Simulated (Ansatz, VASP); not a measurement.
**Ag: VASP beside Ansatz**

INCAR

```
SYSTEM = Ag
PREC     = Accurate       ! precision mode
ENCUT    = 520            ! plane-wave cutoff, eV
EDIFF    = 1E-8           ! SCF threshold, eV
ISMEAR   = -1             ! smearing method
SIGMA    = 0.03           ! smearing width, eV
LREAL    = .False.        ! projectors in reciprocal space
LASPH    = .True.         ! aspherical terms in the spheres
NELM     = 100            ! most SCF steps
ALGO     = Normal         ! electronic algorithm
ISIF     = 2              ! what is computed and relaxed
LWAVE    = .False.        ! write WAVECAR
LCHARG   = .False.        ! write CHGCAR
GGA      = PE             ! functional
LEFG     = .True.       
NBANDS   = 12             ! bands
```

The input KPOINTS:

```
regular mesh
0
Gamma
  15 15 15
  0 0 0
```

Contents of POSCAR:

```
Ag
1.0
    0.0000000000      2.0831709575      2.0831709575
    2.0831709575      0.0000000000      2.0831709575
    2.0831709575      2.0831709575      0.0000000000
Ag
1
Direct
    0.0000000000      0.0000000000      0.0000000000
```

Input for Ansatz:

```yaml
crystal:
  lattice:
    - [0.0, 2.0831709575, 2.0831709575]
    - [2.0831709575, 0.0, 2.0831709575]
    - [2.0831709575, 2.0831709575, 0.0]
  atoms:
    - { symbol: Ag, position: [0.0, 0.0, 0.0] }
kpoints:
  mp_grid: { grid: [15, 15, 15] }
scf:
  occupations: { method: fermi_dirac, width: 0.03 }
hamiltonian:
  xc: pbe
  pseudopotentials: { kind: paw }
output:
  forces: true
  stress: true
  eigenvalues: true
  efg: { contact_densities: true }
```

Change from the starting cell: volume scaled by 1.06, PAW files.

Alike in both runs: task electric field gradients; functional PBE; k mesh 15 × 15 × 15; occupations fermi-dirac, width 0.03 eV; no spin polarisation.

|  | VASP | Ansatz |
| --- | --- | --- |
| version | VASP 6.6.1 | Ansatz 0.2.0 |
| potentials or method | VASP PAW PBE potentials, release 64 (Ag) | PAW with Ansatz's default frozen-core files, scalar-relativistic |
| plane-wave cutoff (eV) | 520 | 420 |
| valence electrons in the cell | 11 | 19 |

|  | VASP | Ansatz | Ansatz less VASP |
| --- | --- | --- | --- |
| pressure (GPa) | -1.3 | -1.2 | +0.09 |

VASP's potentials hold 11 valence electrons a cell and Ansatz's 19, so a difference there can come from the potentials and not from the codes.
